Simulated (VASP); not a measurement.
# Si32O (a cell with a defect) in VASP: single point with PBE

Aim: the single point of Si32O (a cell with a defect) with PBE.

Program: VASP 6.6.1. These are calculated values, not measurements. Logs are shortened: lines on timing, memory, paths and dates and some standing lists are left out, and cuts for length are marked.

### Step 1. The cell of the first run

The cell holds a defect, 33 atoms: a = 9.474 Å, b = 9.474 Å, c = 9.474 Å, α = 109.47°, β = 109.47°, γ = 109.47°.

### Step 2. Single point, PBE

INCAR reads:

```
  PREC = Accurate
  ENCUT = 520
  EDIFF = 1E-7
  ISMEAR = 0
  SIGMA = 0.02
  LREAL = Auto
  LASPH = True
  NELM = 60
  ALGO = Normal
  ISIF = 2
  LWAVE = False
  LCHARG = False
  GGA = PE
  NBANDS = 89
```

KPOINTS reads:

```
Automatic mesh
0
Gamma
  2 2 2
  0.5 0.5 0.5
```

POSCAR reads:

```
Si32O
1.0
    5.4700937548      5.4700937548      5.4700937548
    5.4700937548     -5.4700937548     -5.4700937548
   -5.4700937548      5.4700937548     -5.4700937548
Si O
32 1
Direct
    0.7460628068      0.7448094462      0.2414965921
   -0.0003209269      0.7498321206     -0.0016201733
    0.7421532760      0.4839004812      0.4915285040
    0.2484119214      0.7499764508      0.7491595544
    0.0087146587      0.5028504306      0.2531585494
    0.4985966644      0.7484076477      0.4990169497
    0.2530236340      0.5067269638      0.0028465691
    0.7495035156      0.2494616292      0.7497878800
   -0.0000262336      0.2490890579      0.4997161150
    0.5014900334      0.5005431575      0.7528992527
    0.7494462040     -0.0010020852     -0.0001931411
    0.2578956711      0.2582411862      0.2648982019
    0.5232894770      0.2636146773      0.0133885274
   -0.0400755471     -0.0464136469      0.7067906280
    0.2492017616     -0.0011814240      0.4998174844
    0.4992182259     -0.0026688756      0.2487093569
    0.5016017317      0.7514229526      0.2509928644
    0.7494344126      0.7484829664     -0.0029111932
    0.5052196770      0.5039535196      0.5085130392
   -0.0135992185      0.7267068314      0.7366296961
    0.7660577109      0.5078696316      0.2585345084
    0.2526822321      0.7507682106      0.5012870205
    0.0005263164      0.5004881310      0.0002471621
    0.5001513909      0.2503030225      0.7516225835
    0.7471458778      0.2412505268      0.4968742990
    0.2510009081      0.5005605247      0.7502082567
    0.5000261646      0.0016052741      0.0008372800
    0.0008934033      0.2500235026      0.2503348318
    0.2963995816      0.2900825052      0.0432374673
    0.7433021594     -0.0030273704      0.7471722942
   -0.0082233508     -0.0079046177      0.4851336410
    0.2511589493      0.0008030941      0.2501825492
    0.1509104847      0.0990834937     -0.1249756459
```

Potentials or basis: VASP PAW PBE potentials, release 64 (Si, O).

Command:

```bash
$ cat potpaw_PBE.64/Si/POTCAR potpaw_PBE.64/O/POTCAR > POTCAR
$ mpirun -np 1 vasp_std > vasp.out
```

OUTCAR:

```text
PREC = Accurate
   ENCUT = 520
   EDIFF = 1E-7
   ISMEAR = 0
   LREAL = Auto
   LASPH = True
   NELM = 60
   ISIF = 2
   GGA = PE

 ion  position               nearest neighbor table
   1  0.746  0.745  0.241-  31 2.33  18 2.34  21 2.37  17 2.37
   2  1.000  0.750  0.998-  18 2.36  23 2.37  20 2.37  32 2.38
   3  0.742  0.484  0.492-  20 2.31  25 2.33  19 2.37  21 2.37
   4  0.248  0.750  0.749-  22 2.36  26 2.37  20 2.38  27 2.38
   5  0.009  0.503  0.253-  21 2.33  22 2.34  28 2.36  23 2.36
   6  0.499  0.748  0.499-  30 2.34  22 2.34  19 2.37  17 2.37
[... 24 lines left out ...]
  31  0.992  0.992  0.485-   1 2.33  14 2.34   9 2.37  15 2.37
  32  0.251  0.001  0.250-  16 2.37  12 2.37  15 2.38   2 2.38
  33  0.151  0.099  0.875-  29 1.63  14 1.63

  LATTYP: Found a body centered cubic cell.
 ALAT       =    10.9401875096

  Lattice vectors:

 A1 = (   5.4700937548,   5.4700937548,   5.4700937548)
 A2 = (   5.4700937548,  -5.4700937548,  -5.4700937548)
 A3 = (  -5.4700937548,   5.4700937548,  -5.4700937548)

Analysis of symmetry for initial positions (statically):
=====================================================================
 Subroutine PRICEL returns:
 Original cell was already a primitive cell.

 Routine SETGRP: Setting up the symmetry group for a
 body centered cubic supercell.

 Subroutine GETGRP returns: Found  1 space group operations
 (whereof  1 operations were pure point group operations)
 out of a pool of 48 trial point group operations.

The static configuration has the point symmetry C_1 .

Analysis of symmetry for dynamics (positions and initial velocities):
=====================================================================
 Subroutine PRICEL returns:
 Original cell was already a primitive cell.

 Routine SETGRP: Setting up the symmetry group for a
 body centered cubic supercell.

 Subroutine GETGRP returns: Found  1 space group operations
 (whereof  1 operations were pure point group operations)
 out of a pool of 48 trial point group operations.

The dynamic configuration has the point symmetry C_1 .

 Subroutine INISYM returns: Found  1 space group operations
 (whereof  1 operations are pure point group operations),
 and found     1 'primitive' translations

----------------------------------------------------------------------------------------

                                     Primitive cell

  volume of cell :     654.7030

  direct lattice vectors                    reciprocal lattice vectors
     5.470093755  5.470093755  5.470093755     0.091406112  0.091406112  0.000000000
     5.470093755 -5.470093755 -5.470093755     0.091406112  0.000000000 -0.091406112
    -5.470093755  5.470093755 -5.470093755     0.000000000  0.091406112 -0.091406112

  length of vectors
     9.474480305  9.474480305  9.474480305     0.129267763  0.129267763  0.129267763

  position of ions in fractional coordinates (direct lattice)
     0.746062807  0.744809446  0.241496592
     0.999679073  0.749832121  0.998379827
     0.742153276  0.483900481  0.491528504
     0.248411921  0.749976451  0.749159554
     0.008714659  0.502850431  0.253158549
     0.498596664  0.748407648  0.499016950
[... 25 lines left out ...]
     0.251158949  0.000803094  0.250182549
     0.150910485  0.099083494  0.875024354

  ion indices of the primitive-cell ions
   primitive index   ion index
                 1           1
                 2           2
                 3           3
                 4           4
                 5           5
                 6           6
[... 25 lines left out ...]
                32          32
                33          33

----------------------------------------------------------------------------------------

 KPOINTS: Automatic mesh

Automatic generation of k-mesh.
 Grid dimensions read from file:
 generate k-points for:    2    2    2

 Generating k-lattice:

  Cartesian coordinates                     Fractional coordinates (reciprocal lattice)
     0.045703056  0.045703056  0.000000000     0.500000000  0.000000000  0.000000000
     0.045703056  0.000000000 -0.045703056     0.000000000  0.500000000  0.000000000
     0.000000000  0.045703056 -0.045703056     0.000000000  0.000000000  0.500000000

  Length of vectors
     0.064633881  0.064633881  0.064633881

  Shift w.r.t. Gamma in fractional coordinates (k-lattice)
     0.500000000  0.500000000  0.500000000

 Subroutine IBZKPT returns following result:
 ===========================================

 Found      4 irreducible k-points:

 Following reciprocal coordinates:
            Coordinates               Weight
  0.250000  0.250000  0.250000      2.000000
 -0.250000  0.250000  0.250000      2.000000
  0.250000 -0.250000  0.250000      2.000000
  0.250000  0.250000 -0.250000      2.000000
   k-points           NKPTS =      4   k-points in BZ     NKDIM =      4   number of bands    NBANDS=     89
   number of dos      NEDOS =    301   number of ions     NIONS =     33
   total plane-waves  NPLWV = 343000
   dimension x,y,z NGX =    70 NGY =   70 NGZ =   70
   dimension x,y,z NGXF=   140 NGYF=  140 NGZF=  140
   ions per type =              32   1
   NGX,Y,Z   is equivalent  to a cutoff of  12.28, 12.28, 12.28 a.u.
   NGXF,Y,Z  is equivalent  to a cutoff of  24.57, 24.57, 24.57 a.u.
 SYSTEM =  unknown system
   PREC   = accura    normal or accurate (medium, high low for compatibility)
   ISTART =      0    job   : 0-new  1-cont  2-samecut
   ICHARG =      2    charge: 1-file 2-atom 10-const
   ISPIN  =      1    spin polarized calculation?
   LNONCOLLINEAR =      F non collinear calculations
   LSORBIT =      F    spin-orbit coupling
   LASPH  =      T    aspherical Exc in radial PAW
   ENCUT  =  520.0 eV  38.22 Ry    6.18 a.u.  17.62 17.62 17.62*2*pi/ulx,y,z
   NELM   =     60;   NELMIN=  2; NELMDL= -5     # of ELM steps
   EDIFF  = 0.1E-06   stopping-criterion for ELM
   LREAL  =      T    real-space projection
   EDIFFG = 0.1E-05   stopping-criterion for IOM
   NSW    =      0    number of steps for IOM
   IBRION =     -1    ionic relax: 0-MD 1-quasi-New 2-CG
   NFREE  =      0    steps in history (QN), initial steepest desc. (CG)
   ISIF   =      2    stress and relaxation
   ISYM   =      2    0-nonsym 1-usesym 2-fastsym
   POTIM  = 0.5000    time-step for ionic-motion
   TEBEG  =    0.0;   TEEND  =   0.0 temperature during run
   PSTRESS=    0.0 pullay stress
   NELECT =     134.0000    total number of electrons
   NUPDOWN=      -1.0000    fix difference up-down
   EMIN   =  10.00;   EMAX   =-10.00  energy-range for DOS
   EFERMI =   0.00;   METHOD = LEGACY
   ISMEAR =     0;   SIGMA  =   0.02  broadening in eV -4-tet -1-fermi 0-gaus
   EFERMI_NEDOS =   21; number of points for ismear=-14 and -15
   IALGO  =     38    algorithm
   IMIX   =      4    mixing-type and parameters
     AMIX     =   0.40;   BMIX     =  1.00
     AMIX_MAG =   1.60;   BMIX_MAG =  1.00
  volume/ion in A,a.u.               =      19.84       133.88
  Fermi-wavevector in a.u.,A,eV,Ry     =   0.964780  1.823170 12.664311  0.930801
  Thomas-Fermi vector in A             =   2.094441
   LORBIT       =      0    0 simple, 1 ext, 2 COOP (PROOUT), +10 PAW based schemes
   GGA     = PE    functional components
   LHFCALC =     F    Hartree Fock is set to
   AEXX    =    0.0000 exact exchange contribution
   IVDW    =     0    specifies the selected vdW correction
   LEPSILON=     F    determine dielectric tensor
   LRPA    =     F    only Hartree local field effects (RPA)
 non-spin polarized calculation
 Gauss-broadening in eV      SIGMA  =   0.02
  energy-cutoff  :      520.00
  volume of cell :      654.70
 maximum number of plane-waves:     17628
 NGX is ok and might be reduce to    70
   NGX = 35   NGY = 35   NGZ = 35

 number of electron     134.0000003 magnetization

 Free energy of the ion-electron system (eV)
  ---------------------------------------------------
  ext. energy  EPLUGINS =         0.00000000
  ---------------------------------------------------
  free energy    TOTEN  =      -180.93680910 eV

  energy without entropy =     -180.93680910  energy(sigma->0) =     -180.93680910

 E-fermi :   5.2244     XC(G=0):  -9.3733

 val. band max:        5.1136574782   @ k =   0.2500  -0.2500   0.2500
 cond. band min:       6.4087226529   @ k =  -0.2500   0.2500   0.2500
 fundamental gap:      1.2950651747
 Fermi energy:         5.2243891781

 k-point     1 :       0.2500    0.2500    0.2500
  band No.  band energies     occupation
      1     -14.6747      2.00000
      2      -5.6021      2.00000
      3      -5.4005      2.00000
      4      -5.4002      2.00000
      5      -5.0767      2.00000
      6      -4.6460      2.00000
[... 71 lines left out ...]
     78       7.4490      0.00000
     79       7.4613      0.00000

 k-point     2 :      -0.2500    0.2500    0.2500
  band No.  band energies     occupation
      1     -14.6747      2.00000
      2      -5.8781      2.00000
      3      -5.2281      2.00000
      4      -4.9125      2.00000
      5      -4.8477      2.00000
      6      -4.7054      2.00000
[... 71 lines left out ...]
     78       8.0397      0.00000
     79       8.0514      0.00000

 k-point     3 :       0.2500   -0.2500    0.2500
  band No.  band energies     occupation
      1     -14.6747      2.00000
      2      -5.8781      2.00000
      3      -5.2281      2.00000
      4      -4.9124      2.00000
      5      -4.8477      2.00000
      6      -4.7054      2.00000
[... 71 lines left out ...]
     78       8.0396      0.00000
     79       8.0514      0.00000

 k-point     4 :       0.2500    0.2500   -0.2500
  band No.  band energies     occupation
      1     -14.6747      2.00000
      2      -5.8788      2.00000
      3      -5.2244      2.00000
      4      -4.9119      2.00000
      5      -4.8486      2.00000
      6      -4.7081      2.00000
[... 71 lines left out ...]
     78       8.0419      0.00000
     79       8.0522      0.00000
 [bands above 79 left out]

------------------------ aborting loop because EDIFF is reached ----------------------------------------

  FORCE on cell =-STRESS in cart. coord.  units (eV):
  Direction    XX          YY          ZZ          XY          YZ          ZX
  --------------------------------------------------------------------------------------
  -------------------------------------------------------------------------------------
  Total        6.9840083      6.8914702      6.8949124      4.5511845     -4.5219179     -4.5528600
  in kB       17.0911398     16.8646823     16.8731060     11.1375772    -11.0659564    -11.1416774
  external PRESSURE =      16.9429760 kB  Pullay stress =       0.0000000 kB

 VOLUME and BASIS-vectors are now :
 -----------------------------------------------------------------------------
  energy-cutoff  :      520.00
  volume of cell :      654.70
      direct lattice vectors                 reciprocal lattice vectors
     5.470093755  5.470093755  5.470093755     0.091406112  0.091406112  0.000000000
     5.470093755 -5.470093755 -5.470093755     0.091406112  0.000000000 -0.091406112
    -5.470093755  5.470093755 -5.470093755     0.000000000  0.091406112 -0.091406112

 POSITION                                       TOTAL-FORCE (eV/Angst)
 -----------------------------------------------------------------------------------
      6.83420      1.32787     -1.31415        -0.002040      0.001683      0.001638
      4.10876      6.82792     -4.09455         0.001759      0.001135     -0.002298
      4.01792      4.10137     -1.27604         0.005981     -0.000529     -0.004439
      1.36330      1.35437     -6.84158        -0.001262      0.000992      0.000980
      1.41351     -1.31817     -4.08777        -0.002063     -0.000144     -0.002637
      4.09156      1.36318     -4.09616        -0.000123      0.001633     -0.002054
[... 25 lines left out ...]
      0.00973      2.73799      0.00095         0.001340     -0.000071      0.000021
     -3.41897      5.06996     -4.50297         0.000105      0.005864      0.003200
 -----------------------------------------------------------------------------------
    total drift:                                0.005456      0.004551      0.000777

  FREE ENERGIE OF THE ION-ELECTRON SYSTEM (eV)
  ---------------------------------------------------
  free  energy   TOTEN  =      -180.9368091038 eV

  energy  without entropy=     -180.9368091038  energy(sigma->0) =     -180.93680910
```

Wall time 7.3 min (1 thread of AMD EPYC 9R45 (Zen 5), shared host); peak memory 0.69 GiB.

Results:

```yaml
Free_energy: -180.9368 eV
Pressure: 1.7 GPa
Largest_force: 0.047 eV/Å
Band_gap_on_the_k_mesh: 1.29 eV
```

Forces in eV/Å, atoms in the order of the input:
```
Si  -0.002  0.002  0.002
Si   0.002  0.001 -0.002
Si   0.006 -0.001 -0.004
Si  -0.001  0.001  0.001
Si  -0.002  0.000 -0.003
Si   0.000  0.002 -0.002
Si   0.000  0.003 -0.001
Si   0.000 -0.001  0.003
Si  -0.001  0.001 -0.001
Si   0.003  0.000  0.001
Si   0.003  0.001  0.000
Si   0.003  0.000 -0.001
Si   0.002 -0.001 -0.002
Si  -0.026 -0.030  0.026
Si   0.002 -0.001 -0.002
Si   0.001  0.001 -0.002
Si   0.002 -0.002  0.000
Si  -0.003 -0.001  0.001
Si  -0.005  0.001  0.000
Si  -0.002 -0.004 -0.002
Si  -0.003 -0.001  0.002
Si   0.000  0.001  0.001
Si   0.002  0.003 -0.001
Si  -0.002  0.001  0.000
Si  -0.001 -0.001 -0.003
Si   0.000  0.001  0.001
Si  -0.001 -0.001  0.003
Si   0.003  0.001  0.002
Si   0.025  0.027 -0.026
Si  -0.001 -0.004  0.005
Si  -0.005 -0.003  0.001
Si   0.001  0.000  0.000
O    0.000  0.006  0.003
```

Stress tensor (GPa, compression positive):
```
 1.71  1.11 -1.11
 1.11  1.69 -1.11
-1.11 -1.11  1.69
```
